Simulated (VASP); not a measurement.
Set up this calculation in VASP 6.6.1, as the native input.

| Quantity | Value |
| --- | --- |
| Task | single point |
| Functional | PBE |
| Potentials or basis | VASP PAW PBE potentials, release 64 (Na_pv, F) |
| Cutoff | 520 eV |
| k mesh | 6 × 6 × 4 |
| Occupations | gaussian, width 0.1 eV |
| Spin | no spin polarisation |
| Dipole correction | no |
| Further INCAR settings | ALGO = Normal; EDIFF = 1e-07; NBANDS = 30 |

The structure of NaF lies in POSCAR:

```
NaF
1.0
    3.7193872900      0.0000000000      0.0000000000
   -1.8596936500      3.2210838800      0.0000000000
    0.0000000000      0.0000000000      6.0799109500
Na F
3 3
Direct
    0.1620798500      0.8379201500      0.6666666700
    0.1620798500      0.3241597000      0.3333333300
    0.6758403000      0.8379201500      0.0000000000
    0.8379201500      0.1620798500      0.6666666700
    0.8379201500      0.6758403000      0.3333333300
    0.3241597000      0.1620798500      0.0000000000
```

The cell was built from a structure type or drawn by symmetry, and may not be a known phase.

These files were run (other wordings do the same):

INCAR

```
PREC = Accurate ; ENCUT = 520
EDIFF = 1E-7 ; ISMEAR = 0
SIGMA = 0.1 ; LREAL = False
LASPH = True ; NELM = 100
ALGO = Normal ; ISIF = 2
LWAVE = False ; LCHARG = False
GGA = PE ; NBANDS = 30
```

KPOINTS

```
regular mesh
0
Gamma
  6 6 4
```

Potentials or basis: VASP PAW PBE potentials, release 64 (Na_pv, F).

Launch:

```bash
$ cat potpaw_PBE.64/Na_pv/POTCAR potpaw_PBE.64/F/POTCAR > POTCAR
$ mpirun -np 1 vasp_std > vasp.out
```

Results of the run:

The pressure is 10.7 GPa, the largest force is 0.327 eV/Å and the band gap on the k mesh is 5.45 eV.

Caveat: the cell stands under pressure.

Run time: 25 s on 1 thread of Intel(R) Xeon(R) 6975P-C (Granite Rapids), on a shared host, peak memory 0.2 GiB.
